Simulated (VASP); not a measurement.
# InSb (F-43m) in VASP: further runs

InSb is run at these levels: PBE; tasks: single point.

All numbers are computed with VASP 6.6.1; they aren't measurements. Logs are shortened: lines on timing, memory, paths and dates and some standing lists are left out, and cuts for length are marked.

**Experimental background.**

From “Electronic Structure and Epitaxy of CdTe Shells on InSb Nanowires”, 2021, arxiv:2111.05126, for a bulk crystal of InSb: band gap 0.24 eV.

How close the calculation comes is told below.

## (1) The cell of the first run

Symmetry: F-43m, No. 216, cubic system. The conventional cell has a = 6.635 Å, b = 6.635 Å, c = 6.635 Å, α = 90.00°, β = 90.00°, γ = 90.00°. Within 3.8 Å of In (site symmetry -43m) lie 4 Sb at 2.87 Å. Within 3.8 Å of Sb (site symmetry -43m) lie 4 In at 2.87 Å.

## (2) Single point, PBE

The input, INCAR:

```
PREC     = Accurate       # precision mode
ENCUT    = 520            # plane-wave cutoff, eV
EDIFF    = 1E-6           # SCF threshold, eV
ISMEAR   = 0              # smearing method
SIGMA    = 0.05           # smearing width, eV
LREAL    = False          # projectors in reciprocal space
LASPH    = True           # aspherical terms in the spheres
NELM     = 100            # most SCF steps
ALGO     = Normal         # electronic algorithm
ISIF     = 2              # what is computed and relaxed
LWAVE    = False          # write WAVECAR
LCHARG   = False          # write CHGCAR
GGA      = PE             # functional
NBANDS   = 16             # bands
```

The input, KPOINTS:

```
Automatic mesh
0
Gamma
  10 10 10
```

The input, POSCAR:

```
InSb
1.0
    0.0000000000      3.3172599326      3.3172599326
    3.3172599326      0.0000000000      3.3172599326
    3.3172599326      3.3172599326      0.0000000000
In Sb
1 1
Direct
    0.0000000000      0.0000000000      0.0000000000
    0.7500000000      0.7500000000      0.7500000000
```

Potentials or basis: VASP PAW PBE potentials, release 64 (In_d, Sb).

The run is started by

```bash
$ cat potpaw_PBE.64/In_d/POTCAR potpaw_PBE.64/Sb/POTCAR > POTCAR
$ mpirun -np 1 vasp_std > vasp.out
```

OUTCAR:

```text
PREC = Accurate
   ENCUT = 520
   EDIFF = 1E-6
   ISMEAR = 0
   LREAL = False
   LASPH = True
   NELM = 100
   ISIF = 2
   GGA = PE

 ion  position               nearest neighbor table
   1  0.000  0.000  0.000-   2 2.87   2 2.87   2 2.87   2 2.87
   2  0.750  0.750  0.750-   1 2.87   1 2.87   1 2.87   1 2.87

  LATTYP: Found a face centered cubic cell.
 ALAT       =     6.6345198652

  Lattice vectors:

 A1 = (   0.0000000000,   3.3172599326,   3.3172599326)
 A2 = (   3.3172599326,   0.0000000000,   3.3172599326)
 A3 = (   3.3172599326,   3.3172599326,   0.0000000000)

Analysis of symmetry for initial positions (statically):
=====================================================================
 Subroutine PRICEL returns:
 Original cell was already a primitive cell.

 Routine SETGRP: Setting up the symmetry group for a
 face centered cubic supercell.

 Subroutine GETGRP returns: Found 24 space group operations
 (whereof 24 operations were pure point group operations)
 out of a pool of 48 trial point group operations.

The static configuration has the point symmetry T_d .

Analysis of symmetry for dynamics (positions and initial velocities):
=====================================================================
 Subroutine PRICEL returns:
 Original cell was already a primitive cell.

 Routine SETGRP: Setting up the symmetry group for a
 face centered cubic supercell.

 Subroutine GETGRP returns: Found 24 space group operations
 (whereof 24 operations were pure point group operations)
 out of a pool of 48 trial point group operations.

The dynamic configuration has the point symmetry T_d .

 Subroutine INISYM returns: Found 24 space group operations
 (whereof 24 operations are pure point group operations),
 and found     1 'primitive' translations

----------------------------------------------------------------------------------------

                                     Primitive cell

  volume of cell :      73.0077

  direct lattice vectors                    reciprocal lattice vectors
     0.000000000  3.317259933  3.317259933    -0.150726808  0.150726808  0.150726808
     3.317259933  0.000000000  3.317259933     0.150726808 -0.150726808  0.150726808
     3.317259933  3.317259933  0.000000000     0.150726808  0.150726808 -0.150726808

  length of vectors
     4.691313987  4.691313987  4.691313987     0.261066489  0.261066489  0.261066489

  position of ions in fractional coordinates (direct lattice)
     0.000000000  0.000000000  0.000000000
     0.750000000  0.750000000  0.750000000

  ion indices of the primitive-cell ions
   primitive index   ion index
                 1           1
                 2           2

----------------------------------------------------------------------------------------

 KPOINTS: Automatic mesh

Automatic generation of k-mesh.
 Grid dimensions read from file:
 generate k-points for:   10   10   10

 Generating k-lattice:

  Cartesian coordinates                     Fractional coordinates (reciprocal lattice)
    -0.015072681  0.015072681  0.015072681     0.100000000  0.000000000  0.000000000
     0.015072681 -0.015072681  0.015072681     0.000000000  0.100000000  0.000000000
     0.015072681  0.015072681 -0.015072681     0.000000000  0.000000000  0.100000000

  Length of vectors
     0.026106649  0.026106649  0.026106649

  Shift w.r.t. Gamma in fractional coordinates (k-lattice)
     0.000000000  0.000000000  0.000000000

 Subroutine IBZKPT returns following result:
 ===========================================

 Found     47 irreducible k-points:

 Following reciprocal coordinates:
            Coordinates               Weight
  0.000000  0.000000  0.000000      1.000000
  0.100000  0.000000  0.000000      8.000000
  0.200000  0.000000  0.000000      8.000000
  0.300000  0.000000  0.000000      8.000000
  0.400000  0.000000  0.000000      8.000000
  0.500000  0.000000  0.000000      4.000000
[... 16 lines left out ...]
  0.300000  0.300000  0.000000      6.000000
  0.400000  0.300000  0.000000     24.000000
 [... further k-points ...]
   k-points           NKPTS =     47   k-points in BZ     NKDIM =     47   number of bands    NBANDS=     16
   number of dos      NEDOS =    301   number of ions     NIONS =      2
   total plane-waves  NPLWV =  46656
   dimension x,y,z NGX =    36 NGY =   36 NGZ =   36
   dimension x,y,z NGXF=    72 NGYF=   72 NGZF=   72
   ions per type =               1   1
   NGX,Y,Z   is equivalent  to a cutoff of  12.76, 12.76, 12.76 a.u.
   NGXF,Y,Z  is equivalent  to a cutoff of  25.51, 25.51, 25.51 a.u.
 SYSTEM =  unknown system
   PREC   = accura    normal or accurate (medium, high low for compatibility)
   ISTART =      0    job   : 0-new  1-cont  2-samecut
   ICHARG =      2    charge: 1-file 2-atom 10-const
   ISPIN  =      1    spin polarized calculation?
   LNONCOLLINEAR =      F non collinear calculations
   LSORBIT =      F    spin-orbit coupling
   LASPH  =      T    aspherical Exc in radial PAW
   ENCUT  =  520.0 eV  38.22 Ry    6.18 a.u.   8.72  8.72  8.72*2*pi/ulx,y,z
   NELM   =    100;   NELMIN=  2; NELMDL= -5     # of ELM steps
   EDIFF  = 0.1E-05   stopping-criterion for ELM
   LREAL  =      F    real-space projection
   EDIFFG = 0.1E-04   stopping-criterion for IOM
   NSW    =      0    number of steps for IOM
   IBRION =     -1    ionic relax: 0-MD 1-quasi-New 2-CG
   NFREE  =      0    steps in history (QN), initial steepest desc. (CG)
   ISIF   =      2    stress and relaxation
   ISYM   =      2    0-nonsym 1-usesym 2-fastsym
   POTIM  = 0.5000    time-step for ionic-motion
   TEBEG  =    0.0;   TEEND  =   0.0 temperature during run
   PSTRESS=    0.0 pullay stress
   NELECT =      18.0000    total number of electrons
   NUPDOWN=      -1.0000    fix difference up-down
   EMIN   =  10.00;   EMAX   =-10.00  energy-range for DOS
   EFERMI =   0.00;   METHOD = LEGACY
   ISMEAR =     0;   SIGMA  =   0.05  broadening in eV -4-tet -1-fermi 0-gaus
   EFERMI_NEDOS =   21; number of points for ismear=-14 and -15
   IALGO  =     38    algorithm
   IMIX   =      4    mixing-type and parameters
     AMIX     =   0.40;   BMIX     =  1.00
     AMIX_MAG =   1.60;   BMIX_MAG =  1.00
  volume/ion in A,a.u.               =      36.50       246.34
  Fermi-wavevector in a.u.,A,eV,Ry     =   1.026541  1.939881 14.337626  1.053786
  Thomas-Fermi vector in A             =   2.160439
   LORBIT       =      0    0 simple, 1 ext, 2 COOP (PROOUT), +10 PAW based schemes
   GGA     = PE    functional components
   LHFCALC =     F    Hartree Fock is set to
   AEXX    =    0.0000 exact exchange contribution
   IVDW    =     0    specifies the selected vdW correction
   LEPSILON=     F    determine dielectric tensor
   LRPA    =     F    only Hartree local field effects (RPA)
 non-spin polarized calculation
 Gauss-broadening in eV      SIGMA  =   0.05
  energy-cutoff  :      520.00
  volume of cell :       73.01
 maximum number of plane-waves:      1989
   NGX = 17   NGY = 17   NGZ = 17

 number of electron      18.0000008 magnetization

 Free energy of the ion-electron system (eV)
  ---------------------------------------------------
  ext. energy  EPLUGINS =         0.00000000
  ---------------------------------------------------
  free energy    TOTEN  =        -6.95220737 eV

  energy without entropy =       -6.95213002  energy(sigma->0) =       -6.95216869

 E-fermi :   4.3973     XC(G=0):  -8.3842

 val. band max:        4.3820162088   @ k =   0.0000   0.0000   0.0000
 cond. band min:       4.8011191693   @ k =   0.5000   0.0000   0.0000
 fundamental gap:      0.4191029605
 Fermi energy:         4.3972703209

 k-point     1 :       0.0000    0.0000    0.0000
  band No.  band energies     occupation
      1     -10.0871      2.00000
      2     -10.0871      2.00000
      3     -10.0871      2.00000
      4     -10.0203      2.00000
      5     -10.0203      2.00000
      6      -5.9058      2.00000
[... 8 lines left out ...]
     15      12.5187      0.00000
     16      12.5187      0.00000

 k-point     2 :       0.1000    0.0000    0.0000
  band No.  band energies     occupation
      1     -10.0905      2.00000
      2     -10.0855      2.00000
      3     -10.0855      2.00000
      4     -10.0203      2.00000
      5     -10.0203      2.00000
      6      -5.8240      2.00000
[... 8 lines left out ...]
     15      11.9550      0.00000
     16      11.9550      0.00000

 k-point     3 :       0.2000    0.0000    0.0000
  band No.  band energies     occupation
      1     -10.0993      2.00000
      2     -10.0815      2.00000
      3     -10.0815      2.00000
      4     -10.0204      2.00000
      5     -10.0204      2.00000
      6      -5.5892      2.00000
[... 8 lines left out ...]
     15      11.5847      0.00000
     16      11.5847      0.00000

 k-point     4 :       0.3000    0.0000    0.0000
  band No.  band energies     occupation
      1     -10.1100      2.00000
      2     -10.0770      2.00000
      3     -10.0770      2.00000
      4     -10.0200      2.00000
      5     -10.0200      2.00000
      6      -5.2411      2.00000
[... 8 lines left out ...]
     15      11.8056      0.00000
     16      11.8056      0.00000
[... 324 lines left out ...]
 k-point    22 :      -0.2000    0.2000    0.0000
  band No.  band energies     occupation
      1     -10.1146      2.00000
      2     -10.0751      2.00000
      3     -10.0728      2.00000
      4     -10.0221      2.00000
      5     -10.0192      2.00000
      6      -5.1178      2.00000
[... 8 lines left out ...]
     15      12.5154      0.00000
     16      12.9738      0.00000

 k-point    23 :       0.3000    0.3000    0.0000
  band No.  band energies     occupation
      1     -10.1280      2.00000
      2     -10.0654      2.00000
      3     -10.0654      2.00000
      4     -10.0288      2.00000
      5     -10.0155      2.00000
      6      -4.9978      2.00000
[... 8 lines left out ...]
     15      13.3972      0.00000
     16      13.7691      0.00000

 k-point    24 :       0.4000    0.3000    0.0000
  band No.  band energies     occupation
      1     -10.1349      2.00000
      2     -10.0620      2.00000
      3     -10.0613      2.00000
      4     -10.0300      2.00000
      5     -10.0149      2.00000
      6      -4.6970      2.00000
[... 8 lines left out ...]
     15      13.8097      0.00000
     16      14.1464      0.00000

 [... further k-points ...]
[... 5 lines left out ...]
  --------------------------------------------------------------------------------------
  -------------------------------------------------------------------------------------
  Total       -0.0080696     -0.0080696     -0.0080696      0.0000000      0.0000000      0.0000000
  in kB       -0.1770906     -0.1770906     -0.1770906      0.0000000      0.0000000      0.0000000
  external PRESSURE =      -0.1770906 kB  Pullay stress =       0.0000000 kB

 VOLUME and BASIS-vectors are now :
 -----------------------------------------------------------------------------
  energy-cutoff  :      520.00
  volume of cell :       73.01
      direct lattice vectors                 reciprocal lattice vectors
     0.000000000  3.317259933  3.317259933    -0.150726808  0.150726808  0.150726808
     3.317259933  0.000000000  3.317259933     0.150726808 -0.150726808  0.150726808
     3.317259933  3.317259933  0.000000000     0.150726808  0.150726808 -0.150726808

 POSITION                                       TOTAL-FORCE (eV/Angst)
 -----------------------------------------------------------------------------------
      0.00000      0.00000      0.00000        -0.000000     -0.000000     -0.000000
      4.97589      4.97589      4.97589         0.000000      0.000000      0.000000
 -----------------------------------------------------------------------------------
    total drift:                                0.000000      0.000000      0.000000

  FREE ENERGIE OF THE ION-ELECTRON SYSTEM (eV)
  ---------------------------------------------------
  free  energy   TOTEN  =        -6.9522073650 eV

  energy  without entropy=       -6.9521300241  energy(sigma->0) =       -6.95216869
```

Run time: 28 s. Hardware: 1 thread of AMD EPYC 9R45 (Zen 5), shared host; peak memory 0.2 GiB.

Results:

- Free energy: -6.9522 eV
- Pressure: 0.0 GPa
- Band gap on the k mesh: zero (filled and empty bands touch)

Caveat: spin-orbit coupling is left out, which moves the levels of the heavy elements.

(Continued in part 2 of 2.)
